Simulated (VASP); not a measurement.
Here is a VASP 6.6.1 calculation.

INCAR

```
ALGO = Normal
EDIFF = 1E-6
ENCUT = 510
GGA = PE
GGA_COMPAT = F
ISIF = 2
ISMEAR = -1
LASPH = T
LCHARG = F
LREAL = F
LWAVE = F
NBANDS = 22
NELM = 120
PREC = Accurate
SIGMA = 0.1
```

Contents of KPOINTS:

```
k-points
0
Gamma
  16 16 9
```

POSCAR

```
As
1.0
    2.4159468925      0.0000000000      0.0000000000
   -1.2079734462      2.0922713831      0.0000000000
    0.0000000000      0.0000000000      3.8374445882
As
2
Direct
    0.3333333333      0.6666666667      0.2500000000
    0.6666666667      0.3333333333      0.7500000000
```

Potentials or basis: VASP PAW PBE potentials, release 64 (As_d).

Launch:

```sh
$ cat potpaw_PBE.64/As_d/POTCAR > POTCAR
$ mpirun -np 1 vasp_std > vasp.out
```

Question: Predict the pressure.

Answer: 240.1 GPa.

Question: Predict the band gap on the k mesh.

Answer: Zero (bands 15 and 16 overlap by 16.89 eV).

Stress tensor (GPa, compression positive):
```
240.20   0.00   0.00
  0.00 240.20   0.00
  0.00   0.00 240.03
```

Caveat: the cell stands under pressure.
